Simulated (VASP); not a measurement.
# LaO4 (I-43m) in VASP: notebook

LaO4 is run at these levels: PBE; tasks: single point, relaxation of cell and atoms.

All numbers are computed with VASP 6.6.1; they aren't measurements. Logs are shortened: lines on timing, memory, paths and dates and some standing lists are left out, and cuts for length are marked.

## (1) The cell of the first run

It takes space group I-43m (No. 217, cubic). The conventional cell has a = 5.355 Å, b = 5.355 Å, c = 5.355 Å, α = 90.00°, β = 90.00°, γ = 90.00°. Within 2.3 Å of La (site symmetry -43m) lie 4 O at 1.71 Å. Within 2.3 Å of O (site symmetry 3m) lie 1 La at 1.71 Å.

## (2) Single point, PBE

INCAR reads:

```
SYSTEM = LaO4
ALGO     = Normal         ! electronic algorithm
EDIFF    = 1E-6           ! SCF threshold, eV
ENCUT    = 520            ! plane-wave cutoff, eV
GGA      = PE             ! functional
ISIF     = 2              ! what is computed and relaxed
ISMEAR   = 0              ! smearing method
LASPH    = .TRUE.         ! aspherical terms in the spheres
LCHARG   = .TRUE.         ! write CHGCAR
LELF     = .TRUE.         ! ELF
LREAL    = .FALSE.        ! projectors in reciprocal space
LVHAR    = .TRUE.       
LWAVE    = .FALSE.        ! write WAVECAR
NBANDS   = 26             ! bands
NELM     = 80             ! most SCF steps
PREC     = Accurate       ! precision mode
SIGMA    = 0.1            ! smearing width, eV
```

KPOINTS reads:

```
k-points
0
G
  4 4 4
  0 0 0
```

POSCAR reads:

```
LaO4
1.0
   -2.6776322200      2.6776322200      2.6776322200
    2.6776322200     -2.6776322200      2.6776322200
    2.6776322200      2.6776322200     -2.6776322200
La O
1 4
Direct
    0.0000000000      0.0000000000      0.0000000000
    0.0000000000      0.6305807800      0.0000000000
    0.3694192200      0.3694192200      0.3694192200
    0.0000000000      0.0000000000      0.6305807800
    0.6305807800      0.0000000000      0.0000000000
```

Potentials or basis: VASP PAW PBE potentials, release 64 (La, O).

Command:

```
> cat potpaw_PBE.64/La/POTCAR potpaw_PBE.64/O/POTCAR > POTCAR
> mpirun -np 1 vasp_std > vasp.out
```

OUTCAR:

```text
SYSTEM = LaO4
   EDIFF = 1E-6
   ENCUT = 520
   GGA = PE
   ISIF = 2
   ISMEAR = 0
   LASPH = .TRUE.
   LREAL = .FALSE.
   NELM = 80
   PREC = Accurate

 ion  position               nearest neighbor table
   1  0.000  0.000  0.000-   2 1.71   3 1.71   4 1.71   5 1.71
   2  0.000  0.631  0.000-   1 1.71
   3  0.369  0.369  0.369-   1 1.71
   4  0.000  0.000  0.631-   1 1.71
   5  0.631  0.000  0.000-   1 1.71

  LATTYP: Found a body centered cubic cell.
 ALAT       =     5.3552644400

  Lattice vectors:

 A1 = (  -2.6776322200,   2.6776322200,   2.6776322200)
 A2 = (   2.6776322200,  -2.6776322200,   2.6776322200)
 A3 = (   2.6776322200,   2.6776322200,  -2.6776322200)

Analysis of symmetry for initial positions (statically):
=====================================================================
 Subroutine PRICEL returns:
 Original cell was already a primitive cell.

 Routine SETGRP: Setting up the symmetry group for a
 body centered cubic supercell.

 Subroutine GETGRP returns: Found 24 space group operations
 (whereof 24 operations were pure point group operations)
 out of a pool of 48 trial point group operations.

The static configuration has the point symmetry T_d .

Analysis of symmetry for dynamics (positions and initial velocities):
=====================================================================
 Subroutine PRICEL returns:
 Original cell was already a primitive cell.

 Routine SETGRP: Setting up the symmetry group for a
 body centered cubic supercell.

 Subroutine GETGRP returns: Found 24 space group operations
 (whereof 24 operations were pure point group operations)
 out of a pool of 48 trial point group operations.

The dynamic configuration has the point symmetry T_d .

 Subroutine INISYM returns: Found 24 space group operations
 (whereof 24 operations are pure point group operations),
 and found     1 'primitive' translations

----------------------------------------------------------------------------------------

                                     Primitive cell

  volume of cell :      76.7914

  direct lattice vectors                    reciprocal lattice vectors
    -2.677632220  2.677632220  2.677632220     0.000000000  0.186732142  0.186732142
[... 74 lines left out ...]
   NELM   =     80;   NELMIN=  2; NELMDL= -5     # of ELM steps
   EDIFF  = 0.1E-05   stopping-criterion for ELM
   LREAL  =      F    real-space projection
   EDIFFG = 0.1E-04   stopping-criterion for IOM
   NSW    =      0    number of steps for IOM
   IBRION =     -1    ionic relax: 0-MD 1-quasi-New 2-CG
   NFREE  =      0    steps in history (QN), initial steepest desc. (CG)
   ISIF   =      2    stress and relaxation
   ISYM   =      2    0-nonsym 1-usesym 2-fastsym
   POTIM  = 0.5000    time-step for ionic-motion
   TEBEG  =    0.0;   TEEND  =   0.0 temperature during run
   PSTRESS=    0.0 pullay stress
   NELECT =      35.0000    total number of electrons
   NUPDOWN=      -1.0000    fix difference up-down
   EMIN   =  10.00;   EMAX   =-10.00  energy-range for DOS
   EFERMI =   0.00;   METHOD = LEGACY
   ISMEAR =     0;   SIGMA  =   0.10  broadening in eV -4-tet -1-fermi 0-gaus
   EFERMI_NEDOS =   21; number of points for ismear=-14 and -15
   IALGO  =     38    algorithm
   IMIX   =      4    mixing-type and parameters
     AMIX     =   0.40;   BMIX     =  1.00
     AMIX_MAG =   1.60;   BMIX_MAG =  1.00
  volume/ion in A,a.u.               =      15.36       103.64
  Fermi-wavevector in a.u.,A,eV,Ry     =   1.259872  2.380814 21.596237  1.587279
  Thomas-Fermi vector in A             =   2.393410
   LORBIT       =      0    0 simple, 1 ext, 2 COOP (PROOUT), +10 PAW based schemes
   GGA     = PE    functional components
   LHFCALC =     F    Hartree Fock is set to
   AEXX    =    0.0000 exact exchange contribution
   IVDW    =     0    specifies the selected vdW correction
   LEPSILON=     F    determine dielectric tensor
   LRPA    =     F    only Hartree local field effects (RPA)
 non-spin polarized calculation
 Gauss-broadening in eV      SIGMA  =   0.10
  energy-cutoff  :      520.00
  volume of cell :       76.79
 maximum number of plane-waves:      2112
 NGX is ok and might be reduce to    36
   NGX = 17   NGY = 17   NGZ = 17

 number of electron      34.9999998 magnetization

 Free energy of the ion-electron system (eV)
  ---------------------------------------------------
  ext. energy  EPLUGINS =         0.00000000
  ---------------------------------------------------
  free energy    TOTEN  =       -22.21420215 eV

  energy without entropy =      -22.15542608  energy(sigma->0) =      -22.18481411

 E-fermi :   3.1500     XC(G=0):  -8.9910

 val. band max:        3.1355906355   @ k =   0.2500   0.2500   0.0000
 cond. band min:       3.1638583251   @ k =   0.5000   0.5000   0.2500
 fundamental gap:      0.0282676896
 Fermi energy:         3.1500342438

 k-point     1 :       0.0000    0.0000    0.0000
  band No.  band energies     occupation
      1     -29.4689      2.00000
      2     -19.4959      2.00000
      3     -19.4959      2.00000
      4     -19.4959      2.00000
      5     -13.4440      2.00000
      6      -9.4770      2.00000
[... 221 lines left out ...]
     25       9.8028      0.00000
     26       9.8028      0.00000

------------------------ aborting loop because EDIFF is reached ----------------------------------------

  FORCE on cell =-STRESS in cart. coord.  units (eV):
  Direction    XX          YY          ZZ          XY          YZ          ZX
  --------------------------------------------------------------------------------------
  -------------------------------------------------------------------------------------
  Total       14.4468415     14.4468415     14.4468415      0.0000000      0.0000000      0.0000000
  in kB      301.4190682    301.4190682    301.4190682      0.0000000      0.0000000      0.0000000
  external PRESSURE =     301.4190682 kB  Pullay stress =       0.0000000 kB

 VOLUME and BASIS-vectors are now :
 -----------------------------------------------------------------------------
  energy-cutoff  :      520.00
  volume of cell :       76.79
      direct lattice vectors                 reciprocal lattice vectors
    -2.677632220  2.677632220  2.677632220     0.000000000  0.186732142  0.186732142
     2.677632220 -2.677632220  2.677632220     0.186732142  0.000000000  0.186732142
     2.677632220  2.677632220 -2.677632220     0.186732142  0.186732142  0.000000000

 POSITION                                       TOTAL-FORCE (eV/Angst)
 -----------------------------------------------------------------------------------
      0.00000      0.00000      0.00000        -0.000000      0.000000      0.000000
      1.68846     -1.68846      1.68846        -3.212730      3.212730     -3.212730
      0.98917      0.98917      0.98917         3.212730      3.212730      3.212730
      1.68846      1.68846     -1.68846        -3.212730     -3.212730      3.212730
     -1.68846      1.68846      1.68846         3.212730     -3.212730     -3.212730
 -----------------------------------------------------------------------------------
    total drift:                                0.000001      0.000001      0.000002

  FREE ENERGIE OF THE ION-ELECTRON SYSTEM (eV)
  ---------------------------------------------------
  free  energy   TOTEN  =       -22.2142021499 eV

  energy  without entropy=      -22.1554260771  energy(sigma->0) =      -22.18481411
```

OSZICAR:

```text
N       E                     dE             d eps       ncg     rms          rms(c)
DAV:   1     0.435421487911E+03    0.43542E+03   -0.15379E+04   432   0.202E+03
DAV:   2     0.507925419712E+02   -0.38463E+03   -0.33592E+03   502   0.381E+02
DAV:   3    -0.197878377882E+02   -0.70580E+02   -0.67326E+02   566   0.185E+02
DAV:   4    -0.253445800424E+02   -0.55567E+01   -0.53645E+01   698   0.539E+01
DAV:   5    -0.255799683525E+02   -0.23539E+00   -0.23255E+00   604   0.916E+00    0.375E+01
DAV:   6    -0.225628490651E+02    0.30171E+01   -0.74255E+00   498   0.156E+01    0.224E+01
DAV:   7    -0.222152929555E+02    0.34756E+00   -0.24219E+00   646   0.221E+01    0.700E+00
DAV:   8    -0.222212535396E+02   -0.59606E-02   -0.36188E-01   650   0.774E+00    0.162E+00
DAV:   9    -0.222122261494E+02    0.90274E-02   -0.84065E-02   722   0.191E+00    0.215E-01
DAV:  10    -0.222135597016E+02   -0.13336E-02   -0.35172E-03   676   0.496E-01    0.906E-02
DAV:  11    -0.222141512276E+02   -0.59153E-03   -0.54970E-04   644   0.239E-01    0.353E-02
DAV:  12    -0.222141959316E+02   -0.44704E-04   -0.10859E-04   710   0.148E-01    0.833E-03
DAV:  13    -0.222142020382E+02   -0.61067E-05   -0.15104E-05   652   0.478E-02    0.263E-03
DAV:  14    -0.222142021499E+02   -0.11168E-06   -0.87114E-07   440   0.144E-02
   1 F= -.22214202E+02 E0= -.22184814E+02  d E =-.587761E-01
```

It took 16 s on 1 thread of Intel Xeon Platinum 8488C (Sapphire Rapids), shared host; peak memory 0.2 GiB.

What came out:

- Free energy: -22.2142 eV
- Pressure: 30.1 GPa
- Largest force: 5.565 eV/Å

Forces on the atoms (eV/Å):
```
La   0.000  0.000  0.000
O   -3.213  3.213 -3.213
O    3.213  3.213  3.213
O   -3.213 -3.213  3.213
O    3.213 -3.213 -3.213
```

Caveat: the k points lie up to 0.41 Å⁻¹ apart; spin-orbit coupling is left out, which moves the levels of the heavy elements; an odd number of electrons without spin polarisation forces a metal; a magnetic or distorted state may lie lower.

## (3) Relaxation of cell and atoms, PBE

INCAR reads:

```
SYSTEM = LaO4
  ALGO = Normal
  EDIFF = 1E-7
  EDIFFG = -0.04
  ENCUT = 600
  GGA = PE
  IBRION = 2
  ISIF = 3
  ISMEAR = 0
  LASPH = .True.
  LCHARG = .False.
  LREAL = .False.
  LWAVE = .False.
  NELM = 80
  NSW = 90
  PREC = Accurate
  SIGMA = 0.1
```

KPOINTS reads:

```
k-points
0
Gamma
  4 4 4
  0 0 0
```

POSCAR is that of step 2.

Potentials or basis: VASP PAW PBE potentials, release 64 (La, O).

Command:

```
> cat potpaw_PBE.64/La/POTCAR potpaw_PBE.64/O/POTCAR > POTCAR
> mpirun -np 1 vasp_std > vasp.out
```

OUTCAR:

```text
SYSTEM = LaO4
   EDIFF = 1E-7
   EDIFFG = -0.04
   ENCUT = 600
   GGA = PE
   IBRION = 2
   ISIF = 3
   ISMEAR = 0
   LASPH = .True.
   LREAL = .False.
   NELM = 80
   NSW = 90
   PREC = Accurate

 ion  position               nearest neighbor table
   1  0.000  0.000  0.000-   2 1.71   3 1.71   4 1.71   5 1.71
   2  0.000  0.631  0.000-   1 1.71
   3  0.369  0.369  0.369-   1 1.71
   4  0.000  0.000  0.631-   1 1.71
   5  0.631  0.000  0.000-   1 1.71

  LATTYP: Found a body centered cubic cell.
 ALAT       =     5.3552644400

  Lattice vectors:

 A1 = (  -2.6776322200,   2.6776322200,   2.6776322200)
 A2 = (   2.6776322200,  -2.6776322200,   2.6776322200)
 A3 = (   2.6776322200,   2.6776322200,  -2.6776322200)

[... 172 lines left out ...]
  -------------------------------------------------------------------------------------
  Total       14.3615376     14.3615376     14.3615376      0.0000000      0.0000000     -0.0000000
  in kB      299.6392880    299.6392880    299.6392880      0.0000000      0.0000000     -0.0000000
  external PRESSURE =     299.6392880 kB  Pullay stress =       0.0000000 kB
[... 698 lines left out ...]
     20       2.9667      0.00000
     21       9.4553      0.00000

[... ionic steps 4 to 23 ...]

--------------------------------------- Ionic step       24  -------------------------------------------

 number of electron      34.9999999 magnetization

------------------------ aborting loop because EDIFF is reached ----------------------------------------
[... 73 lines left out ...]
--------------------------------------- Ionic step       26  -------------------------------------------

 number of electron      34.9999985 magnetization

 Free energy of the ion-electron system (eV)
  ---------------------------------------------------
  ext. energy  EPLUGINS =         0.00000000
  ---------------------------------------------------
  free energy    TOTEN  =       -26.31345248 eV

  energy without entropy =      -26.26219079  energy(sigma->0) =      -26.28782163

 E-fermi :   0.3612     XC(G=0):  -9.0338

 val. band max:        0.3365060960   @ k =   0.2500   0.2500   0.0000
 cond. band min:       0.4122476213   @ k =   0.2500   0.0000   0.0000
 fundamental gap:      0.0757415253
 Fermi energy:         0.3612367714
[... 222 lines left out ...]
  FREE ENERGIE OF THE ION-ELECTRON SYSTEM (eV)
  ---------------------------------------------------
  free  energy   TOTEN  =       -26.3134524785 eV

  energy  without entropy=      -26.2621907906  energy(sigma->0) =      -26.28782163

 reached required accuracy - stopping structural energy minimisation
```

OSZICAR:

```text
N       E                     dE             d eps       ncg     rms          rms(c)
DAV:   1     0.468614505739E+03    0.46861E+03   -0.17101E+04   352   0.265E+03
DAV:   2     0.977092843829E+02   -0.37091E+03   -0.34475E+03   412   0.439E+02
DAV:   3    -0.135617602436E+02   -0.11127E+03   -0.10989E+03   556   0.262E+02
[... 348 lines left out ...]
DAV:   7    -0.263134500361E+02   -0.12717E-05   -0.70898E-05   521   0.716E-02    0.376E-03
DAV:   8    -0.263134524962E+02   -0.24601E-05   -0.43205E-06   586   0.185E-02    0.196E-03
DAV:   9    -0.263134522278E+02    0.26841E-06   -0.13772E-07   277   0.477E-03    0.693E-04
DAV:  10    -0.263134524819E+02   -0.25412E-06   -0.47489E-08   248   0.414E-03    0.173E-04
DAV:  11    -0.263134524785E+02    0.34406E-08   -0.16148E-08   208   0.193E-03
  26 F= -.26313452E+02 E0= -.26287822E+02  d E =-.108523E+01
```

It took 11 min on 1 thread of Intel Xeon Platinum 8488C (Sapphire Rapids), shared host; peak memory 0.25 GiB.

Results:

```yaml
Free_energy: -26.3135 eV
Relaxed_volume: 16.78 Å³/atom
Relaxed_cell: a = 4.777 Å, b = 4.777 Å, c = 4.777 Å, α = 109.47°, β = 109.47°, γ = 109.47°
Space_group_after_relaxing_to_0.05_Å: Im-3m (No. 229)
Energy_gained_by_relaxing: 817.3 meV/atom
Ionic_steps: 26
Pressure_after_relaxing: -0.2 GPa
Largest_force_after_relaxing: 0.031 eV/Å
```

Forces in eV/Å, atoms in the order of the input:
```
La   0.000  0.000  0.000
O   -0.018  0.018 -0.018
O    0.018  0.018  0.018
O   -0.018 -0.018  0.018
O    0.018 -0.018 -0.018
```

The path:
```
step  energy change (eV)  largest force (eV/Å)  pressure (GPa)  volume (Å³)
   1              0.0000                5.5562           29.96        76.79
   2             -2.2181                0.5413           -4.79       113.34
   3             -2.3704                0.0826            0.23        95.60
   4             -2.3698                0.0314           -0.76        98.14
   5             -2.3726                0.0510           -0.26        96.81
   6             -2.3724                0.0605           -0.09        96.38
   7             -2.3729                0.0675           -0.04        96.11
   8             -2.3745                0.0882            0.10        95.32
   9             -2.3768                0.1315            0.40        93.74
  10             -2.3781                0.2247            1.06        90.63
  11             -2.3783                0.2263            1.07        90.59
  12             -2.3788                0.2312            1.09        90.47
  13             -2.3798                0.2413            1.13        90.23
  14             -2.3821                0.2631            1.21        89.75
  15             -2.3874                0.3095            1.40        88.79
  16             -2.4016                0.4237            1.85        86.90
  17             -2.4534                0.8372            3.31        83.21
  18             -2.7260                1.9314            8.14        76.13
  19             -2.8358                0.8667           24.90        63.21
  20             -2.9462                2.2381           13.92        70.48
  21             -3.0072                1.8011           18.38        66.78
  22             -3.0013                1.7188           18.99        66.35
  23             -3.3705                1.3754           14.39        69.03
  24             -3.9811                0.4727            4.11        77.51
  25             -4.0770                0.1545            1.11        81.85
  26             -4.0866                0.0306           -0.17        83.92
```

Final structure:
```cif
data_structure
_symmetry_space_group_name_H-M 'P 1'
_symmetry_Int_Tables_number 1
_cell_length_a 4.7771
_cell_length_b 4.7771
_cell_length_c 4.7771
_cell_angle_alpha 109.471
_cell_angle_beta 109.471
_cell_angle_gamma 109.471
_cell_volume 83.92
loop_
_atom_site_label
_atom_site_type_symbol
_atom_site_fract_x
_atom_site_fract_y
_atom_site_fract_z
_atom_site_occupancy
La1 La 0.00000 0.00000 0.00000 1
O1 O 0.00000 0.50055 0.00000 1
O2 O 0.49945 0.49945 0.49945 1
O3 O 0.00000 0.00000 0.50055 1
O4 O 0.50055 0.00000 0.00000 1
```

Caveat: the k points lie up to 0.40 Å⁻¹ apart in the final cell; spin-orbit coupling is left out, which moves the levels of the heavy elements; an odd number of electrons without spin polarisation forces a metal; a magnetic or distorted state may lie lower.
